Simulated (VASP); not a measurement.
EuS, 2 atoms in the cell. Symmetry: Fm-3m, No. 225, cubic system. The conventional cell has a = 5.957 Å, b = 5.957 Å, c = 5.957 Å, α = 90.00°, β = 90.00°, γ = 90.00°. Eu (site symmetry m-3m) has 6 S at 2.98 Å within 3.9 Å. Within 3.9 Å of S (site symmetry m-3m) lie 6 Eu at 2.98 Å. 

* Program: VASP 6.6.1
* Task: relaxation of cell and atoms
* Functional: PBE
* Potentials or basis: VASP PAW PBE potentials, release 64 (Eu, S)
* Cutoff: 600 eV
* k mesh: 8 × 8 × 8
* Occupations: fermi-dirac, width 0.05 eV
* Spin: collinear spin, ferromagnetic start
* Starting moments: [7.0, 0.0] μB
* Hubbard terms: Eu f U = 4.0 eV
* Dipole correction: no
* Further INCAR settings: ALGO = Normal; EDIFF = 1e-07; IBRION = 2; EDIFFG = -0.01; NSW = 60; ISIF = 3

Potentials or basis: VASP PAW PBE potentials, release 64 (Eu, S).

Run with:

```bash
$ cat potpaw_PBE.64/Eu/POTCAR potpaw_PBE.64/S/POTCAR > POTCAR
$ mpirun -np 1 vasp_std > vasp.out
```

Hardware: 1 thread of Intel(R) Xeon(R) 6975P-C (Granite Rapids), on a shared host.

**Question.** How long does it take, and how much memory?

**Answer.** Run time: 94 s on 1 thread of Intel(R) Xeon(R) 6975P-C (Granite Rapids), on a shared host, peak memory 0.29 GiB. Counts: scf iterations 28, k points 29, ion steps 2.
